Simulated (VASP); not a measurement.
Input of a VASP 6.6.1 run:

Contents of POSCAR:

```
YMg7
1.0
    0.0000000000      4.6437260000      4.6437260000
    4.6437260000      0.0000000000      4.6437260000
    4.6437260000      4.6437260000      0.0000000000
Y Mg
1 7
Direct
    0.0000000000      0.0000000000      0.0000000000
    0.5000000000      0.5000000000      0.5000000000
    0.0000000000      0.0000000000      0.5000000000
    0.5000000000      0.0000000000      0.5000000000
    0.0000000000      0.5000000000      0.5000000000
    0.5000000000      0.5000000000      0.0000000000
    0.0000000000      0.5000000000      0.0000000000
    0.5000000000      0.0000000000      0.0000000000
```

Contents of INCAR.step1:

```
ALGO = Normal
EDIFF = 1E-4
ENCUT = 520
GGA = PE
ISMEAR = 0
LASPH = T
LCHARG = F
LREAL = F
LWAVE = T
NBANDS = 22
NELM = 80
PREC = Accurate
SIGMA = 0.1
```

The input INCAR.step2:

```
ALGO = Normal
EDIFF = 1E-6
ENCUT = 520
ISIF = 2
ISMEAR = 0
ISTART = 1
LASPH = T
LCHARG = F
LMIXTAU = T
LREAL = F
LWAVE = F
METAGGA = R2SCAN
NBANDS = 22
NELM = 80
PREC = Accurate
SIGMA = 0.1
```

KPOINTS

```
k-points
0
Gamma
  4 4 4
```

Potentials or basis: VASP PAW PBE potentials, release 64 (Y_sv, Mg).

Launch:

```bash
$ cat potpaw_PBE.64/Y_sv/POTCAR potpaw_PBE.64/Mg/POTCAR > POTCAR
$ cp INCAR.step1 INCAR
$ mpirun -np 1 vasp_std > vasp.out
$ cp INCAR.step2 INCAR
$ mpirun -np 1 vasp_std > vasp.out
```

Problem. Predict the pressure.

Solution. -0.7 GPa.

Caveat: the PAW data sets were made with another functional, which shifts forces and pressure a little.
